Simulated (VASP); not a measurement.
# Tl (P6_3/mmc) in VASP: a series of runs, part 2 of 2

VASP 6.6.1. Earlier steps stand in the parts before.

## Step 3: Relaxation of cell and atoms, LDA, target pressure 1.2 GPa, at which the enthalpy is minimised

This run uses another cell than the first one, of 26.62 Å³/atom, 1.002 times its volume.

Contents of INCAR:

```
  PREC = Accurate
  ENCUT = 600
  EDIFF = 1E-7
  ISMEAR = -1
  SIGMA = 0.05
  LREAL = F
  LASPH = T
  NELM = 100
  ALGO = Normal
  ISIF = 3
  LWAVE = F
  LCHARG = F
  GGA = CA
  IBRION = 2
  NSW = 32
  EDIFFG = -0.005
  PSTRESS = 12.0
```

Contents of KPOINTS:

```
regular mesh
0
Gamma
  13 13 7
```

Contents of POSCAR:

```
Tl
1.0
    3.4027831366      0.0000000000      0.0000000000
   -1.7013915683      2.9468966398      0.0000000000
    0.0000000000      0.0000000000      5.3092247079
Tl
2
Direct
    0.3333333333      0.6666666667      0.2500000000
    0.6666666667      0.3333333333      0.7500000000
```

Potentials or basis: VASP PAW LDA potentials, release 64 (Tl_d).

On the command line:

```sh
$ cat potpaw_LDA.64/Tl_d/POTCAR > POTCAR
$ mpirun -np 1 vasp_std > vasp.out
```

OUTCAR:

```text
PREC = Accurate
   ENCUT = 600
   EDIFF = 1E-7
   ISMEAR = -1
   LREAL = F
   LASPH = T
   NELM = 100
   ISIF = 3
   GGA = CA
   IBRION = 2
   NSW = 32
   EDIFFG = -0.005
   PSTRESS = 12.0

 ion  position               nearest neighbor table
   1  0.333  0.667  0.250-   2 3.30   2 3.30   2 3.30   2 3.30   2 3.30   2 3.30
   2  0.667  0.333  0.750-   1 3.30   1 3.30   1 3.30   1 3.30   1 3.30   1 3.30

  LATTYP: Found a hexagonal cell.
 ALAT       =     3.4027831366
 C/A-ratio  =     1.5602594978

  Lattice vectors:

 A1 = (   3.4027831366,   0.0000000000,   0.0000000000)
 A2 = (  -1.7013915683,   2.9468966398,   0.0000000000)
 A3 = (   0.0000000000,   0.0000000000,   5.3092247079)

Analysis of symmetry for initial positions (statically):
=====================================================================
 Subroutine PRICEL returns:
 Original cell was already a primitive cell.

 Routine SETGRP: Setting up the symmetry group for a
 hexagonal supercell.

 Subroutine GETGRP returns: Found 24 space group operations
 (whereof 12 operations were pure point group operations)
 out of a pool of 24 trial point group operations.

The static configuration has the point symmetry D_3d.
 The point group associated with its full space group is D_6h.

Analysis of symmetry for dynamics (positions and initial velocities):
=====================================================================
 Subroutine PRICEL returns:
 Original cell was already a primitive cell.

 Routine SETGRP: Setting up the symmetry group for a
 hexagonal supercell.

 Subroutine GETGRP returns: Found 24 space group operations
 (whereof 12 operations were pure point group operations)
 out of a pool of 24 trial point group operations.

The dynamic configuration has the point symmetry D_3d.
 The point group associated with its full space group is D_6h.

 Subroutine INISYM returns: Found 24 space group operations
 (whereof 12 operations are pure point group operations),
 and found     1 'primitive' translations

----------------------------------------------------------------------------------------

                                     Primitive cell

  volume of cell :      53.2390

  direct lattice vectors                    reciprocal lattice vectors
     3.402783137  0.000000000  0.000000000     0.293877088  0.169670016  0.000000000
    -1.701391568  2.946896640  0.000000000     0.000000000  0.339340032  0.000000000
     0.000000000  0.000000000  5.309224708     0.000000000  0.000000000  0.188351418

  length of vectors
     3.402783137  3.402783137  5.309224708     0.339340032  0.339340032  0.188351418

  position of ions in fractional coordinates (direct lattice)
     0.333333333  0.666666667  0.250000000
     0.666666667  0.333333333  0.750000000

  ion indices of the primitive-cell ions
   primitive index   ion index
[... 98 lines left out ...]
   LORBIT       =      0    0 simple, 1 ext, 2 COOP (PROOUT), +10 PAW based schemes
   GGA     = CA    functional components
   LHFCALC =     F    Hartree Fock is set to
   AEXX    =    0.0000 exact exchange contribution
   IVDW    =     0    specifies the selected vdW correction
   LEPSILON=     F    determine dielectric tensor
   LRPA    =     F    only Hartree local field effects (RPA)
 conjugate gradient relaxation of ions
 non-spin polarized calculation
  energy-cutoff  :      600.00
  volume of cell :       53.24
 maximum number of plane-waves:      1792
 NGX is ok and might be reduce to    28
   NGX = 13   NGY = 13   NGZ = 21

--------------------------------------- Ionic step        1  -------------------------------------------

 number of electron      26.0000005 magnetization

 Free energy of the ion-electron system (eV)
  ---------------------------------------------------
  ext. energy  EPLUGINS =         0.00000000
  ---------------------------------------------------
  free energy    TOTEN  =        -5.86985702 eV

  energy without entropy =       -5.86319484  energy(sigma->0) =       -5.86652593

------------------------ aborting loop because EDIFF is reached ----------------------------------------

  FORCE on cell =-STRESS in cart. coord.  units (eV):
  Direction    XX          YY          ZZ          XY          YZ          ZX
  --------------------------------------------------------------------------------------
  -------------------------------------------------------------------------------------
  Total        0.4450256      0.4450256      0.4585338      0.0000000     -0.0000000      0.0000000
  in kB       13.3926120     13.3926120     13.7991284      0.0000000     -0.0000000      0.0000000
  external PRESSURE =       1.5281174 kB  Pullay stress =      12.0000000 kB

 VOLUME and BASIS-vectors are now :
 -----------------------------------------------------------------------------
  energy-cutoff  :      600.00
  volume of cell :       53.24
      direct lattice vectors                 reciprocal lattice vectors
     3.402783137  0.000000000  0.000000000     0.293877088  0.169670016  0.000000000
    -1.701391568  2.946896640  0.000000000     0.000000000  0.339340032  0.000000000
     0.000000000  0.000000000  5.309224708     0.000000000  0.000000000  0.188351418

 POSITION                                       TOTAL-FORCE (eV/Angst)
 -----------------------------------------------------------------------------------
     -0.00000      1.96460      1.32731         0.000000     -0.000000      0.000000
      1.70139      0.98230      3.98192        -0.000000      0.000000      0.000000
 -----------------------------------------------------------------------------------
    total drift:                               -0.000000      0.000000      0.000000

  FREE ENERGIE OF THE ION-ELECTRON SYSTEM (eV)
  ---------------------------------------------------
  free  energy   TOTEN  =        -5.8698570192 eV

  energy  without entropy=       -5.8631948404  energy(sigma->0) =       -5.86652593

  enthalpy is  TOTEN    =        -5.4711067898 eV   P V=        0.3987502294

--------------------------------------- Ionic step        2  -------------------------------------------

 number of electron      26.0000005 magnetization

 Free energy of the ion-electron system (eV)
  ---------------------------------------------------
  ext. energy  EPLUGINS =         0.00000000
  ---------------------------------------------------
  free energy    TOTEN  =        -5.87140525 eV

  energy without entropy =       -5.86474760  energy(sigma->0) =       -5.86807643

 E-fermi :   7.0228     XC(G=0): -10.8433

 val. band max:        7.0183865445   @ k =   0.3077   0.2308   0.1429
 cond. band min:       7.1001043868   @ k =   0.3077   0.3077   0.4286
 fundamental gap:      0.0817178423
 Fermi energy:         7.0227624204

 k-point     1 :       0.0000    0.0000    0.0000
  band No.  band energies     occupation
      1      -4.8943      2.00000
      2      -4.5624      2.00000
      3      -4.5624      2.00000
      4      -4.5591      2.00000
      5      -4.4912      2.00000
      6      -4.4912      2.00000
[... 457 lines left out ...]
      4      -4.5415      2.00000
      5      -4.5251      2.00000
      6      -4.4078      2.00000
[... 9 lines left out ...]
     16      14.7885      0.00000
     17      16.5866      0.00000

 [... further k-points ...]
[... 5 lines left out ...]
  --------------------------------------------------------------------------------------
  -------------------------------------------------------------------------------------
  Total        0.3908930      0.3908930      0.3906196      0.0000000      0.0000000      0.0000000
  in kB       11.7204242     11.7204242     11.7122275      0.0000000      0.0000000      0.0000000
  external PRESSURE =      -0.2823080 kB  Pullay stress =      12.0000000 kB

 VOLUME and BASIS-vectors are now :
 -----------------------------------------------------------------------------
  energy-cutoff  :      600.00
  volume of cell :       53.43
      direct lattice vectors                 reciprocal lattice vectors
     3.406581402  0.000000000  0.000000000     0.293549422  0.169480838  0.000000000
    -1.703290701  2.950186034 -0.000000000     0.000000000  0.338961675  0.000000000
     0.000000000 -0.000000000  5.316880924     0.000000000  0.000000000  0.188080195

 POSITION                                       TOTAL-FORCE (eV/Angst)
 -----------------------------------------------------------------------------------
     -0.00000      1.96679      1.32922        -0.000000      0.000000     -0.000000
      1.70329      0.98340      3.98766         0.000000     -0.000000      0.000000
 -----------------------------------------------------------------------------------
    total drift:                               -0.000000      0.000000      0.000000

  FREE ENERGIE OF THE ION-ELECTRON SYSTEM (eV)
  ---------------------------------------------------
  free  energy   TOTEN  =        -5.8714052496 eV

  energy  without entropy=       -5.8647476023  energy(sigma->0) =       -5.86807643

  enthalpy is  TOTEN    =        -5.4711880291 eV   P V=        0.4002172205

 reached required accuracy - stopping structural energy minimisation
```

OSZICAR:

```text
N       E                     dE             d eps       ncg     rms          rms(c)
DAV:   1     0.139576636797E+03    0.13958E+03   -0.15843E+04  2856   0.164E+03
[... 12 lines left out ...]
DAV:   1    -0.587550212407E+01   -0.56451E-02   -0.75875E-02  2887   0.258E+00    0.362E-01
DAV:   2    -0.587189643301E+01    0.36057E-02   -0.77745E-03  2895   0.781E-01    0.120E-01
DAV:   3    -0.587142533933E+01    0.47109E-03   -0.16318E-03  2930   0.368E-01    0.919E-02
DAV:   4    -0.587140888081E+01    0.16459E-04   -0.80970E-05  2958   0.581E-02    0.113E-02
DAV:   5    -0.587140551910E+01    0.33617E-05   -0.26112E-05  3068   0.456E-02    0.654E-03
DAV:   6    -0.587140524939E+01    0.26971E-06   -0.10442E-06  3161   0.907E-03    0.246E-04
DAV:   7    -0.587140524956E+01   -0.17462E-09   -0.14220E-08  1529   0.112E-03
   2 F= -.54711880E+01 E0= -.54678592E+01  d E =-.812393E-04
```

It took 3 min on 1 thread of Oxide Virtual Turin-like, shared host; peak memory 0.18 GiB.

Results:

```yaml
Free_energy: -5.8714 eV
Relaxed_volume: 26.72 Å³/atom
Relaxed_cell: a = 3.407 Å, b = 3.407 Å, c = 5.317 Å, α = 90.00°, β = 90.00°, γ = 120.00°
Space_group_after_relaxing_to_0.05_Å: P6_3/mmc (No. 194)
Energy_change_on_relaxing_the_enthalpy_is_what_falls: -0.8 meV/atom
Ionic_steps: 2
Pressure_after_relaxing: 1.2 GPa
Band_gap_on_the_k_mesh: zero (band 13 reaches 9.93 eV, above the bottom of band 14 at 5.03 eV)
```

The path:
| step | energy change (eV) | largest force (eV/Å) | pressure (GPa) | volume (Å³) |
| --- | --- | --- | --- | --- |
| 1 | 0.0000 | 0.0000 | 1.35 | 53.24 |
| 2 | -0.0015 | 0.0000 | 1.17 | 53.43 |

Final structure:
```
Tl
1.0
     3.40658    0.00000    0.00000
    -1.70329    2.95019    0.00000
     0.00000    0.00000    5.31688
Tl
2
Cartesian
  0.0000 1.9668 1.3292
  1.7033 0.9834 3.9877
```

Caveat: the cell is relaxed towards a set pressure, so the enthalpy falls and the energy may rise; spin-orbit coupling is left out, which moves the levels of the heavy elements.
